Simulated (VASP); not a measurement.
Wanted: the native input for a VASP 6.6.1 run.

- Task: single point
- Functional: PBE
- Potentials or basis: VASP PAW PBE potentials, release 64 (Zn, O)
- Cutoff: 600 eV
- k mesh: 6 × 6 × 3
- Occupations: gaussian, width 0.01 eV
- Spin: no spin polarisation
- Dipole correction: no
- Further INCAR settings: ALGO = Normal; EDIFF = 1e-06; NBANDS = 26

The structure of ZnO (zincite) lies in POSCAR:

```
ZnO
1.0
    3.2493080000      0.0000000000      0.0000000000
   -1.6246540000      2.8139830000      0.0000000000
    0.0000000000      0.0000000000      5.2057090000
Zn O
2 2
Direct
    0.3333333333      0.6666666667      0.5000000000
    0.6666666667      0.3333333333      0.0000000000
    0.6666666667      0.3333333333      0.3790100000
    0.3333333333      0.6666666667      0.8790100000
```

The input as run:

INCAR

```
PREC = Accurate
ENCUT = 600
EDIFF = 1E-6
ISMEAR = 0
SIGMA = 0.01
LREAL = False
LASPH = True
NELM = 120
ALGO = Normal
ISIF = 2
LWAVE = False
LCHARG = True
GGA = PE
LELF = True
LVHAR = True
NBANDS = 26
GGA_COMPAT = False
```

KPOINTS

```
regular mesh
0
Gamma
  6 6 3
```

Potentials or basis: VASP PAW PBE potentials, release 64 (Zn, O).

Run with:

```sh
$ cat potpaw_PBE.64/Zn/POTCAR potpaw_PBE.64/O/POTCAR > POTCAR
$ mpirun -np 1 vasp_std > vasp.out
```

It gave:

The pressure is 5.8 GPa. The largest force is 0.075 eV/Å and the band gap on the k mesh is 0.79 eV, direct.

It took 50 s on 1 thread of Intel Xeon 8259CL (shared host), peak memory 0.17 GiB.
